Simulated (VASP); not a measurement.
# Ag (Fm-3m) in VASP: a series of runs

Ag is run at these levels: LDA; tasks: single point.

Program: VASP 6.6.1. These are calculated values, not measurements. Logs are shortened: lines on timing, memory, paths and dates and some standing lists are left out, and cuts for length are marked.

## Step 1: The cell of the first run

Symmetry: Fm-3m, No. 225, cubic system. The conventional cell has a = 3.176 Å, b = 3.176 Å, c = 3.176 Å, α = 90.00°, β = 90.00°, γ = 90.00°. Within 3.0 Å of Ag (site symmetry m-3m) lie 12 Ag at 2.25 Å.

## Step 2: Single point, LDA (8.01 Å³/atom)

The input, INCAR:

```
SYSTEM = Ag
PREC = Accurate
ENCUT = 520
EDIFF = 1E-6
ISMEAR = -1
SIGMA = 0.05
LREAL = .False.
LASPH = .True.
NELM = 80
ALGO = Normal
ISIF = 2
LWAVE = .False.
LCHARG = .False.
NBANDS = 12
```

The input, KPOINTS:

```
Automatic mesh
0
Gamma
  18 18 18
  0 0 0
```

The input, POSCAR:

```
Ag
1.0
    0.0000000000      1.5881149585      1.5881149585
    1.5881149585      0.0000000000      1.5881149585
    1.5881149585      1.5881149585      0.0000000000
Ag
1
Direct
    0.0000000000      0.0000000000      0.0000000000
```

Potentials or basis: VASP PAW LDA potentials, release 64 (Ag).

Command:

```bash
cat potpaw_LDA.64/Ag/POTCAR > POTCAR
mpirun -np 1 vasp_std > vasp.out
```

OUTCAR:

```text
SYSTEM = Ag
   PREC = Accurate
   ENCUT = 520
   EDIFF = 1E-6
   ISMEAR = -1
   LREAL = .False.
   LASPH = .True.
   NELM = 80
   ISIF = 2

 ion  position               nearest neighbor table
   1  0.000  0.000  0.000-

  LATTYP: Found a face centered cubic cell.
 ALAT       =     3.1762299170

  Lattice vectors:

 A1 = (   0.0000000000,   1.5881149585,   1.5881149585)
 A2 = (   1.5881149585,   0.0000000000,   1.5881149585)
 A3 = (   1.5881149585,   1.5881149585,   0.0000000000)

Analysis of symmetry for initial positions (statically):
=====================================================================
 Subroutine PRICEL returns:
 Original cell was already a primitive cell.

 Routine SETGRP: Setting up the symmetry group for a
 face centered cubic supercell.

 Subroutine GETGRP returns: Found 48 space group operations
 (whereof 48 operations were pure point group operations)
 out of a pool of 48 trial point group operations.

The static configuration has the point symmetry O_h .

Analysis of symmetry for dynamics (positions and initial velocities):
=====================================================================
 Subroutine PRICEL returns:
 Original cell was already a primitive cell.

 Routine SETGRP: Setting up the symmetry group for a
 face centered cubic supercell.

 Subroutine GETGRP returns: Found 48 space group operations
 (whereof 48 operations were pure point group operations)
 out of a pool of 48 trial point group operations.

The dynamic configuration has the point symmetry O_h .

 Subroutine INISYM returns: Found 48 space group operations
 (whereof 48 operations are pure point group operations),
 and found     1 'primitive' translations

----------------------------------------------------------------------------------------

                                     Primitive cell

  volume of cell :       8.0108

  direct lattice vectors                    reciprocal lattice vectors
     0.000000000  1.588114959  1.588114959    -0.314838669  0.314838669  0.314838669
     1.588114959  0.000000000  1.588114959     0.314838669 -0.314838669  0.314838669
     1.588114959  1.588114959  0.000000000     0.314838669  0.314838669 -0.314838669

  length of vectors
     2.245933713  2.245933713  2.245933713     0.545316571  0.545316571  0.545316571

  position of ions in fractional coordinates (direct lattice)
     0.000000000  0.000000000  0.000000000

  ion indices of the primitive-cell ions
   primitive index   ion index
                 1           1

----------------------------------------------------------------------------------------
[... 81 lines left out ...]
   NELECT =      11.0000    total number of electrons
   NUPDOWN=      -1.0000    fix difference up-down
   EMIN   =  10.00;   EMAX   =-10.00  energy-range for DOS
   EFERMI =   0.00;   METHOD = LEGACY
   ISMEAR =    -1;   SIGMA  =   0.05  broadening in eV -4-tet -1-fermi 0-gaus
   EFERMI_NEDOS =   21; number of points for ismear=-14 and -15
   IALGO  =     38    algorithm
   IMIX   =      4    mixing-type and parameters
     AMIX     =   0.40;   BMIX     =  1.00
     AMIX_MAG =   1.60;   BMIX_MAG =  1.00
  volume/ion in A,a.u.               =       8.01        54.06
  Fermi-wavevector in a.u.,A,eV,Ry     =   1.819619  3.438581 45.049070  3.311013
  Thomas-Fermi vector in A             =   2.876366
   LORBIT       =      0    0 simple, 1 ext, 2 COOP (PROOUT), +10 PAW based schemes
   GGA     = CA    functional components
   LHFCALC =     F    Hartree Fock is set to
   AEXX    =    0.0000 exact exchange contribution
   IVDW    =     0    specifies the selected vdW correction
   LEPSILON=     F    determine dielectric tensor
   LRPA    =     F    only Hartree local field effects (RPA)
 non-spin polarized calculation
  energy-cutoff  :      520.00
  volume of cell :        8.01
 maximum number of plane-waves:       228
 NGX is ok and might be reduce to    18
   NGX =  9   NGY =  9   NGZ =  9

 number of electron      11.0000002 magnetization

 Free energy of the ion-electron system (eV)
  ---------------------------------------------------
  ext. energy  EPLUGINS =         0.00000000
  ---------------------------------------------------
  free energy    TOTEN  =         3.94763636 eV

  energy without entropy =        3.94878867  energy(sigma->0) =        3.94821252

 E-fermi :  26.2971     XC(G=0): -17.5642

 val. band max:       26.2929898178   @ k =  -0.2222   0.2778   0.0556
 cond. band min:      26.3822889749   @ k =  -0.2222   0.2778   0.1111
 fundamental gap:      0.0892991571
 Fermi energy:        26.2970721318

 k-point     1 :       0.0000    0.0000    0.0000
  band No.  band energies     occupation
      1       9.7214      2.00000
      2      14.8807      2.00000
      3      14.8807      2.00000
      4      14.8807      2.00000
      5      18.6564      2.00000
      6      18.6564      2.00000
      7      38.8964      0.00000
      8      47.5467      0.00000
      9      47.5467      0.00000
     10      47.5467      0.00000
     11      55.5594      0.00000
     12      58.1022      0.00000
[... 331 lines left out ...]
 k-point    24 :      -0.2222    0.0556    0.0000
  band No.  band energies     occupation
      1      11.5994      2.00000
      2      14.9593      2.00000
      3      15.6274      2.00000
      4      15.6780      2.00000
      5      18.2174      2.00000
      6      19.5647      2.00000
      7      40.4886      0.00000
      8      43.7095      0.00000
      9      51.7655      0.00000
     10      54.1384      0.00000
     11      54.8998      0.00000
     12      57.9239      0.00000

 [... further k-points ...]

------------------------ aborting loop because EDIFF is reached ----------------------------------------

  FORCE on cell =-STRESS in cart. coord.  units (eV):
  Direction    XX          YY          ZZ          XY          YZ          ZX
  --------------------------------------------------------------------------------------
  -------------------------------------------------------------------------------------
  Total       31.4373253     31.4373253     31.4373253      0.0000000      0.0000000     -0.0000000
  in kB     6287.5342883   6287.5342883   6287.5342883      0.0000000      0.0000000     -0.0000000
  external PRESSURE =    6287.5342883 kB  Pullay stress =       0.0000000 kB

 VOLUME and BASIS-vectors are now :
 -----------------------------------------------------------------------------
  energy-cutoff  :      520.00
  volume of cell :        8.01
      direct lattice vectors                 reciprocal lattice vectors
     0.000000000  1.588114959  1.588114959    -0.314838669  0.314838669  0.314838669
     1.588114959  0.000000000  1.588114959     0.314838669 -0.314838669  0.314838669
     1.588114959  1.588114959  0.000000000     0.314838669  0.314838669 -0.314838669

 POSITION                                       TOTAL-FORCE (eV/Angst)
 -----------------------------------------------------------------------------------
      0.00000      0.00000      0.00000         0.000000     -0.000000      0.000000
 -----------------------------------------------------------------------------------
    total drift:                                0.000000     -0.000000     -0.000000

  FREE ENERGIE OF THE ION-ELECTRON SYSTEM (eV)
  ---------------------------------------------------
  free  energy   TOTEN  =         3.9476363635 eV

  energy  without entropy=        3.9487886680  energy(sigma->0) =        3.94821252
```

Run time: 6.9 s. Hardware: 1 thread of Intel Xeon 6975P-C (Granite Rapids), shared host; peak memory 0.13 GiB.

The run converged, but its numbers aren't listed here, since they failed a check.

Caveat: the cell stands under pressure.

## Step 3: Single point, LDA (8.01 Å³/atom)

The input, INCAR:

```
PREC = Accurate ; ENCUT = 520
EDIFF = 1E-7 ; ISMEAR = -1
SIGMA = 0.05 ; LREAL = False
LASPH = True ; NELM = 100
ALGO = Normal ; ISIF = 2
LWAVE = False ; LCHARG = False
GGA = CA ; NBANDS = 12
```

The input, KPOINTS:

```
regular mesh
0
Gamma
  18 18 18
```

POSCAR is that of step 2.

Potentials or basis: VASP PAW LDA potentials, release 64 (Ag).

Command:

```bash
cat potpaw_LDA.64/Ag/POTCAR > POTCAR
mpirun -np 1 vasp_std > vasp.out
```

OUTCAR:

```text
PREC = Accurate
   ENCUT = 520
   EDIFF = 1E-7
   ISMEAR = -1
   LREAL = False
   LASPH = True
   NELM = 100
   ISIF = 2
   GGA = CA

 ion  position               nearest neighbor table
   1  0.000  0.000  0.000-

  LATTYP: Found a face centered cubic cell.
 ALAT       =     3.1762299170

  Lattice vectors:

 A1 = (   0.0000000000,   1.5881149585,   1.5881149585)
 A2 = (   1.5881149585,   0.0000000000,   1.5881149585)
 A3 = (   1.5881149585,   1.5881149585,   0.0000000000)

Analysis of symmetry for initial positions (statically):
=====================================================================
 Subroutine PRICEL returns:
 Original cell was already a primitive cell.

 Routine SETGRP: Setting up the symmetry group for a
 face centered cubic supercell.

 Subroutine GETGRP returns: Found 48 space group operations
 (whereof 48 operations were pure point group operations)
 out of a pool of 48 trial point group operations.

The static configuration has the point symmetry O_h .

Analysis of symmetry for dynamics (positions and initial velocities):
=====================================================================
 Subroutine PRICEL returns:
 Original cell was already a primitive cell.

 Routine SETGRP: Setting up the symmetry group for a
 face centered cubic supercell.

 Subroutine GETGRP returns: Found 48 space group operations
 (whereof 48 operations were pure point group operations)
 out of a pool of 48 trial point group operations.

The dynamic configuration has the point symmetry O_h .

 Subroutine INISYM returns: Found 48 space group operations
 (whereof 48 operations are pure point group operations),
 and found     1 'primitive' translations

----------------------------------------------------------------------------------------

                                     Primitive cell

  volume of cell :       8.0108

  direct lattice vectors                    reciprocal lattice vectors
     0.000000000  1.588114959  1.588114959    -0.314838669  0.314838669  0.314838669
     1.588114959  0.000000000  1.588114959     0.314838669 -0.314838669  0.314838669
     1.588114959  1.588114959  0.000000000     0.314838669  0.314838669 -0.314838669

  length of vectors
     2.245933713  2.245933713  2.245933713     0.545316571  0.545316571  0.545316571

  position of ions in fractional coordinates (direct lattice)
     0.000000000  0.000000000  0.000000000

  ion indices of the primitive-cell ions
   primitive index   ion index
                 1           1

----------------------------------------------------------------------------------------

 KPOINTS: regular mesh

Automatic generation of k-mesh.
 Grid dimensions read from file:
 generate k-points for:   18   18   18

 Generating k-lattice:

  Cartesian coordinates                     Fractional coordinates (reciprocal lattice)
    -0.017491037  0.017491037  0.017491037     0.055555556  0.000000000  0.000000000
     0.017491037 -0.017491037  0.017491037     0.000000000  0.055555556  0.000000000
     0.017491037  0.017491037 -0.017491037     0.000000000  0.000000000  0.055555556

  Length of vectors
     0.030295365  0.030295365  0.030295365

  Shift w.r.t. Gamma in fractional coordinates (k-lattice)
     0.000000000  0.000000000  0.000000000

 Subroutine IBZKPT returns following result:
 ===========================================

 Found    195 irreducible k-points:

 Following reciprocal coordinates:
            Coordinates               Weight
  0.000000  0.000000  0.000000      1.000000
  0.055556  0.000000  0.000000      8.000000
  0.111111  0.000000  0.000000      8.000000
  0.166667  0.000000  0.000000      8.000000
  0.222222  0.000000  0.000000      8.000000
  0.277778  0.000000  0.000000      8.000000
[... 16 lines left out ...]
 -0.277778  0.055556  0.000000     24.000000
 -0.222222  0.055556  0.000000     24.000000
 [... further k-points ...]
   k-points           NKPTS =    195   k-points in BZ     NKDIM =    195   number of bands    NBANDS=     12
   number of dos      NEDOS =    301   number of ions     NIONS =      1
   total plane-waves  NPLWV =   5832
   dimension x,y,z NGX =    18 NGY =   18 NGZ =   18
   dimension x,y,z NGXF=    36 NGYF=   36 NGZF=   36
   ions per type =               1
   NGX,Y,Z   is equivalent  to a cutoff of  13.32, 13.32, 13.32 a.u.
   NGXF,Y,Z  is equivalent  to a cutoff of  26.65, 26.65, 26.65 a.u.
 SYSTEM =  unknown system
   PREC   = accura    normal or accurate (medium, high low for compatibility)
   ISTART =      0    job   : 0-new  1-cont  2-samecut
   ICHARG =      2    charge: 1-file 2-atom 10-const
   ISPIN  =      1    spin polarized calculation?
   LNONCOLLINEAR =      F non collinear calculations
   LSORBIT =      F    spin-orbit coupling
   LASPH  =      T    aspherical Exc in radial PAW
   ENCUT  =  520.0 eV  38.22 Ry    6.18 a.u.   4.18  4.18  4.18*2*pi/ulx,y,z
   NELM   =    100;   NELMIN=  2; NELMDL= -5     # of ELM steps
   EDIFF  = 0.1E-06   stopping-criterion for ELM
   LREAL  =      F    real-space projection
   EDIFFG = 0.1E-05   stopping-criterion for IOM
   NSW    =      0    number of steps for IOM
   IBRION =     -1    ionic relax: 0-MD 1-quasi-New 2-CG
   NFREE  =      0    steps in history (QN), initial steepest desc. (CG)
   ISIF   =      2    stress and relaxation
   ISYM   =      2    0-nonsym 1-usesym 2-fastsym
   POTIM  = 0.5000    time-step for ionic-motion
   TEBEG  =    0.0;   TEEND  =   0.0 temperature during run
   PSTRESS=    0.0 pullay stress
   NELECT =      11.0000    total number of electrons
   NUPDOWN=      -1.0000    fix difference up-down
   EMIN   =  10.00;   EMAX   =-10.00  energy-range for DOS
   EFERMI =   0.00;   METHOD = LEGACY
   ISMEAR =    -1;   SIGMA  =   0.05  broadening in eV -4-tet -1-fermi 0-gaus
   EFERMI_NEDOS =   21; number of points for ismear=-14 and -15
   IALGO  =     38    algorithm
   IMIX   =      4    mixing-type and parameters
     AMIX     =   0.40;   BMIX     =  1.00
     AMIX_MAG =   1.60;   BMIX_MAG =  1.00
  volume/ion in A,a.u.               =       8.01        54.06
  Fermi-wavevector in a.u.,A,eV,Ry     =   1.819619  3.438581 45.049070  3.311013
  Thomas-Fermi vector in A             =   2.876366
   LORBIT       =      0    0 simple, 1 ext, 2 COOP (PROOUT), +10 PAW based schemes
   GGA     = CA    functional components
   LHFCALC =     F    Hartree Fock is set to
   AEXX    =    0.0000 exact exchange contribution
   IVDW    =     0    specifies the selected vdW correction
   LEPSILON=     F    determine dielectric tensor
   LRPA    =     F    only Hartree local field effects (RPA)
 non-spin polarized calculation
  energy-cutoff  :      520.00
  volume of cell :        8.01
 maximum number of plane-waves:       228
 NGX is ok and might be reduce to    18
   NGX =  9   NGY =  9   NGZ =  9

 number of electron      11.0000002 magnetization

 Free energy of the ion-electron system (eV)
  ---------------------------------------------------
  ext. energy  EPLUGINS =         0.00000000
  ---------------------------------------------------
  free energy    TOTEN  =         3.94763636 eV

  energy without entropy =        3.94878867  energy(sigma->0) =        3.94821252

 E-fermi :  26.2971     XC(G=0): -17.5642

 val. band max:       26.2929894449   @ k =  -0.2222   0.2778   0.0556
 cond. band min:      26.3822886233   @ k =  -0.2222   0.2778   0.1111
 fundamental gap:      0.0892991785
 Fermi energy:        26.2970717910

 k-point     1 :       0.0000    0.0000    0.0000
  band No.  band energies     occupation
      1       9.7214      2.00000
      2      14.8807      2.00000
      3      14.8807      2.00000
      4      14.8807      2.00000
      5      18.6564      2.00000
      6      18.6564      2.00000
      7      38.8964      0.00000
      8      47.5467      0.00000
      9      47.5467      0.00000
     10      47.5467      0.00000
     11      55.5594      0.00000
     12      58.1022      0.00000
[... 331 lines left out ...]
 k-point    24 :      -0.2222    0.0556    0.0000
  band No.  band energies     occupation
      1      11.5994      2.00000
      2      14.9593      2.00000
      3      15.6274      2.00000
      4      15.6780      2.00000
      5      18.2174      2.00000
      6      19.5647      2.00000
      7      40.4886      0.00000
      8      43.7095      0.00000
      9      51.7655      0.00000
     10      54.1384      0.00000
     11      54.8998      0.00000
     12      57.9239      0.00000

 [... further k-points ...]

------------------------ aborting loop because EDIFF is reached ----------------------------------------

  FORCE on cell =-STRESS in cart. coord.  units (eV):
  Direction    XX          YY          ZZ          XY          YZ          ZX
  --------------------------------------------------------------------------------------
  -------------------------------------------------------------------------------------
  Total       31.4372764     31.4372764     31.4372764      0.0000000      0.0000000     -0.0000000
  in kB     6287.5245059   6287.5245059   6287.5245059      0.0000000      0.0000000     -0.0000000
  external PRESSURE =    6287.5245059 kB  Pullay stress =       0.0000000 kB

 VOLUME and BASIS-vectors are now :
 -----------------------------------------------------------------------------
  energy-cutoff  :      520.00
  volume of cell :        8.01
      direct lattice vectors                 reciprocal lattice vectors
     0.000000000  1.588114959  1.588114959    -0.314838669  0.314838669  0.314838669
     1.588114959  0.000000000  1.588114959     0.314838669 -0.314838669  0.314838669
     1.588114959  1.588114959  0.000000000     0.314838669  0.314838669 -0.314838669

 POSITION                                       TOTAL-FORCE (eV/Angst)
 -----------------------------------------------------------------------------------
      0.00000      0.00000      0.00000        -0.000000     -0.000000     -0.000000
 -----------------------------------------------------------------------------------
    total drift:                                0.000000     -0.000000     -0.000000

  FREE ENERGIE OF THE ION-ELECTRON SYSTEM (eV)
  ---------------------------------------------------
  free  energy   TOTEN  =         3.9476363643 eV

  energy  without entropy=        3.9487886687  energy(sigma->0) =        3.94821252
```

OSZICAR:

```text
N       E                     dE             d eps       ncg     rms          rms(c)
DAV:   1     0.591690041070E+02    0.59169E+02   -0.57492E+03  4740   0.929E+02
DAV:   2     0.410693920375E+01   -0.55062E+02   -0.52849E+02  5404   0.232E+02
DAV:   3     0.338162357712E+01   -0.72532E+00   -0.72507E+00  5672   0.255E+01
DAV:   4     0.338076597106E+01   -0.85761E-03   -0.85756E-03  5764   0.941E-01
DAV:   5     0.338076460309E+01   -0.13680E-05   -0.13671E-05  5824   0.345E-02    0.500E+01
DAV:   6     0.374461290854E+01    0.36385E+00   -0.43706E-02  5972   0.206E+00    0.295E+01
DAV:   7     0.394721682999E+01    0.20260E+00   -0.52971E-02  5812   0.214E+00    0.579E-01
DAV:   8     0.394768186695E+01    0.46504E-03   -0.29456E-03  5368   0.606E-01    0.838E-02
DAV:   9     0.394764793420E+01   -0.33933E-04   -0.21195E-05  5712   0.437E-02    0.375E-02
DAV:  10     0.394763642308E+01   -0.11511E-04   -0.52884E-06  5760   0.160E-02    0.236E-03
DAV:  11     0.394763636426E+01   -0.58823E-07   -0.13888E-07  5380   0.317E-03
   1 F= 0.39476364E+01 E0= 0.39482125E+01  d E =-.115230E-02
```

Run time: 7.1 s. Hardware: 1 thread of Intel Xeon 6975P-C (Granite Rapids), shared host; peak memory 0.13 GiB.

The run converged, but its numbers aren't listed here, since they failed a check.

Caveat: the cell stands under pressure.

(Continued in part 2 of 2.)
